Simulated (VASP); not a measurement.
# SiNi (P2_13) in VASP: further runs, part 2 of 2

VASP 6.6.1.

**4. Single point, PBEsol+U, collinear spin, ferromagnetic start**

File INCAR:

```
SYSTEM = SiNi
ALGO     = Normal         ! electronic algorithm
EDIFF    = 1E-6           ! SCF threshold, eV
ENCUT    = 590            ! plane-wave cutoff, eV
GGA      = PS             ! functional
GGA_COMPAT= .False.      
ISIF     = 2              ! what is computed and relaxed
ISMEAR   = -1             ! smearing method
ISPIN    = 2              ! spin polarisation
LASPH    = .True.         ! aspherical terms in the spheres
LCHARG   = .False.        ! write CHGCAR
LDAU     = .True.         ! DFT+U
LDAUJ    = 0 0          
LDAUL    = 2 -1           ! shell
LDAUPRINT= 1            
LDAUTYPE = 2            
LDAUU    = 1 0            ! U, eV
LMAXMIX  = 4              ! l up to which the mixer works
LORBIT   = 11             ! projections on sites
LREAL    = .False.        ! projectors in reciprocal space
LWAVE    = .False.        ! write WAVECAR
MAGMOM   = 1 1 1 1 0 0 0 0 ! initial moments
NBANDS   = 58             ! bands
NELM     = 200            ! most SCF steps
PREC     = Accurate       ! precision mode
SIGMA    = 0.05           ! smearing width, eV
```

File KPOINTS:

```
k-points
0
Gamma
  6 6 6
  0 0 0
```

File POSCAR:

```
SiNi
1.0
    4.5036940000      0.0000000000      0.0000000000
    0.0000000000      4.5036940000      0.0000000000
    0.0000000000      0.0000000000      4.5036940000
Ni Si
4 4
Direct
    0.1495040000      0.1495040000      0.1495040000
    0.6495040000      0.3504960000      0.8504960000
    0.8504960000      0.6495040000      0.3504960000
    0.3504960000      0.8504960000      0.6495040000
    0.8468300000      0.8468300000      0.8468300000
    0.3468300000      0.6531700000      0.1531700000
    0.1531700000      0.3468300000      0.6531700000
    0.6531700000      0.1531700000      0.3468300000
```

Potentials or basis: VASP PAW PBE potentials, release 64 (Ni_sv_GW, Si).

Run with:

```bash
$ cat potpaw_PBE.64/Ni_sv_GW/POTCAR potpaw_PBE.64/Si/POTCAR > POTCAR
$ mpirun -np 1 vasp_std > vasp.out
```

OUTCAR:

```text
SYSTEM = SiNi
   EDIFF = 1E-6
   ENCUT = 590
   GGA = PS
   ISIF = 2
   ISMEAR = -1
   ISPIN = 2
   LASPH = .True.
   LORBIT = 11
   LREAL = .False.
   NELM = 200
   PREC = Accurate

 ion  position               nearest neighbor table
   1  0.150  0.150  0.150-   5 2.36   6 2.41   7 2.41   8 2.41   6 2.44   7 2.44   8 2.44
   2  0.650  0.350  0.850-   6 2.36   5 2.41   7 2.41   8 2.41   7 2.44   8 2.44   5 2.44
   3  0.850  0.650  0.350-   7 2.36   6 2.41   5 2.41   8 2.41   8 2.44   5 2.44   6 2.44
   4  0.350  0.850  0.650-   8 2.36   6 2.41   7 2.41   5 2.41   6 2.44   7 2.44   5 2.44
   5  0.847  0.847  0.847-   1 2.36   2 2.41   3 2.41   4 2.41   2 2.44   3 2.44   4 2.44   6 2.78
                             7 2.78   8 2.78   8 2.78   7 2.78   6 2.78
   6  0.347  0.653  0.153-   2 2.36   1 2.41   3 2.41   4 2.41   3 2.44   4 2.44   1 2.44   8 2.78
                             5 2.78   7 2.78   7 2.78   8 2.78   5 2.78
   7  0.153  0.347  0.653-   3 2.36   2 2.41   1 2.41   4 2.41   4 2.44   1 2.44   2 2.44   8 2.78
                             5 2.78   6 2.78   5 2.78   6 2.78   8 2.78
   8  0.653  0.153  0.347-   4 2.36   2 2.41   3 2.41   1 2.41   2 2.44   3 2.44   1 2.44   7 2.78
                             5 2.78   5 2.78   6 2.78   6 2.78   7 2.78

  LATTYP: Found a simple cubic cell.
 ALAT       =     4.5036940000

  Lattice vectors:

 A1 = (   4.5036940000,   0.0000000000,   0.0000000000)
 A2 = (   0.0000000000,   4.5036940000,   0.0000000000)
 A3 = (   0.0000000000,   0.0000000000,   4.5036940000)

Analysis of symmetry for initial positions (statically):
=====================================================================
 Subroutine PRICEL returns:
 Original cell was already a primitive cell.

 Routine SETGRP: Setting up the symmetry group for a
 simple cubic supercell.

 Subroutine GETGRP returns: Found 12 space group operations
[... 1759 lines left out ...]
  band No.  band energies     occupation
      1     -92.5587      1.00000
      2     -92.5530      1.00000
      3     -92.5530      1.00000
      4     -92.5530      1.00000
      5     -53.2321      1.00000
      6     -53.2321      1.00000
[... 1405 lines left out ...]
     55      17.5601      0.00000
     56      17.5637      0.00000
 [bands above 56 left out]

------------------------ aborting loop because EDIFF is reached ----------------------------------------

  FORCE on cell =-STRESS in cart. coord.  units (eV):
  Direction    XX          YY          ZZ          XY          YZ          ZX
  --------------------------------------------------------------------------------------
  -------------------------------------------------------------------------------------
  Total       -3.9187803     -3.9187803     -3.9187803     -0.0000000      0.0000000      0.0000000
  in kB      -68.7313496    -68.7313496    -68.7313496     -0.0000000      0.0000000      0.0000000
  external PRESSURE =     -68.7313496 kB  Pullay stress =       0.0000000 kB

 VOLUME and BASIS-vectors are now :
 -----------------------------------------------------------------------------
  energy-cutoff  :      590.00
  volume of cell :       91.35
      direct lattice vectors                 reciprocal lattice vectors
     4.503694000  0.000000000  0.000000000     0.222039952  0.000000000  0.000000000
     0.000000000  4.503694000  0.000000000     0.000000000  0.222039952  0.000000000
     0.000000000  0.000000000  4.503694000     0.000000000  0.000000000  0.222039952

 POSITION                                       TOTAL-FORCE (eV/Angst)
 -----------------------------------------------------------------------------------
      0.67332      0.67332      0.67332        -0.029120     -0.029120     -0.029120
      2.92517      1.57853      3.83037        -0.029120      0.029120      0.029120
      3.83037      2.92517      1.57853         0.029120     -0.029120      0.029120
      1.57853      3.83037      2.92517         0.029120      0.029120     -0.029120
      3.81386      3.81386      3.81386        -0.021119     -0.021119     -0.021119
      1.56202      2.94168      0.68983        -0.021119      0.021119      0.021119
      0.68983      1.56202      2.94168         0.021119     -0.021119      0.021119
      2.94168      0.68983      1.56202         0.021119      0.021119     -0.021119
 -----------------------------------------------------------------------------------
    total drift:                                0.000000      0.000000     -0.000000

  FREE ENERGIE OF THE ION-ELECTRON SYSTEM (eV)
  ---------------------------------------------------
  free  energy   TOTEN  =       -52.0080043468 eV

  energy  without entropy=      -51.9848582552  energy(sigma->0) =      -51.99643130

 total charge

# of ion       s       p       d       f       tot
--------------------------------------------------
    1        2.212   6.357   7.937   0.004  16.510
    2        2.212   6.357   7.937   0.004  16.510
    3        2.212   6.357   7.937   0.004  16.510
    4        2.212   6.357   7.937   0.004  16.510
    5        0.738   0.842   0.000   0.000   1.580
    6        0.738   0.842   0.000   0.000   1.580
    7        0.738   0.842   0.000   0.000   1.580
    8        0.738   0.842   0.000   0.000   1.580
--------------------------------------------------
tot         11.801  28.797  31.748   0.015  72.360

 magnetization (x)

# of ion       s       p       d       f       tot
--------------------------------------------------
    1        0.000  -0.000  -0.000   0.000  -0.000
    2        0.000  -0.000  -0.000   0.000  -0.000
    3        0.000  -0.000  -0.000   0.000  -0.000
    4        0.000  -0.000  -0.000   0.000  -0.000
    5       -0.000   0.000   0.000   0.000   0.000
    6       -0.000   0.000   0.000   0.000   0.000
    7       -0.000   0.000   0.000   0.000   0.000
    8       -0.000   0.000   0.000   0.000   0.000
--------------------------------------------------
tot         -0.000   0.000  -0.000   0.000  -0.000
```

Wall time 3.6 min (1 thread of Intel Xeon 6975P-C (Granite Rapids), shared host); peak memory 0.4 GiB.

Results:

```
Free energy                                           : -52.0080 eV
Pressure                                              : -6.9 GPa
Largest force                                         : 0.050 eV/Å
Band gap on the k mesh                                : zero (filled and empty bands overlap)
Net moment                                            : 0.00 μB per cell
Valence electrons inside the program's atomic spheres : Ni 16.51; Si 1.58
```

Forces in eV/Å, atoms in the order of the input:
```
Ni  -0.029 -0.029 -0.029
Ni  -0.029  0.029  0.029
Ni   0.029 -0.029  0.029
Ni   0.029  0.029 -0.029
Si  -0.021 -0.021 -0.021
Si  -0.021  0.021  0.021
Si   0.021 -0.021  0.021
Si   0.021  0.021 -0.021
```

Eigenvalues of the final occupation matrices:
```csv
site,spin,trace,eigenvalues
site 1 d,1,3.99,0.78 0.78 0.78 0.82 0.82
site 1 d,2,3.99,0.78 0.78 0.78 0.82 0.82
site 2 d,1,3.99,0.78 0.78 0.78 0.82 0.82
site 2 d,2,3.99,0.78 0.78 0.78 0.82 0.82
site 3 d,1,3.99,0.78 0.78 0.78 0.82 0.82
site 3 d,2,3.99,0.78 0.78 0.78 0.82 0.82
site 4 d,1,3.99,0.78 0.78 0.78 0.82 0.82
site 4 d,2,3.99,0.78 0.78 0.78 0.82 0.82
```

Caveat: the cell stands under tension; the PAW data sets were made with another functional, which shifts forces and pressure a little; the U is typed as a test and isn't derived for this compound. The state reached can hang on the start; a lower one may exist.

**5. The runs side by side**

| U | gap on the mesh (eV) | pressure (GPa) | moment (μB) | largest force (eV/Å) |
| --- | --- | --- | --- | --- |
| Ni d U = 3.0 eV | none | -8.2 | 0.00 | 0.08 |
| Ni d U = 2.0 eV | none | -7.4 | 0.00 | 0.07 |
| Ni d U = 1.0 eV | none | -6.9 | 0.00 | 0.05 |

Alike in all rows: task single point; level PBEsol+U; potentials or basis VASP PAW PBE potentials, release 64 (Ni_sv_GW, Si); spin collinear, ferromagnetic start; cell as given; k mesh 6 × 6 × 6; cutoff (eV) 590; smearing fermi-dirac 0.05 eV.

Caveats: the cell stands under tension; the PAW data sets were made with another functional, which shifts forces and pressure a little; the U is typed as a test and isn't derived for this compound.

Absolute energies hang on the potentials; compare differences alone.
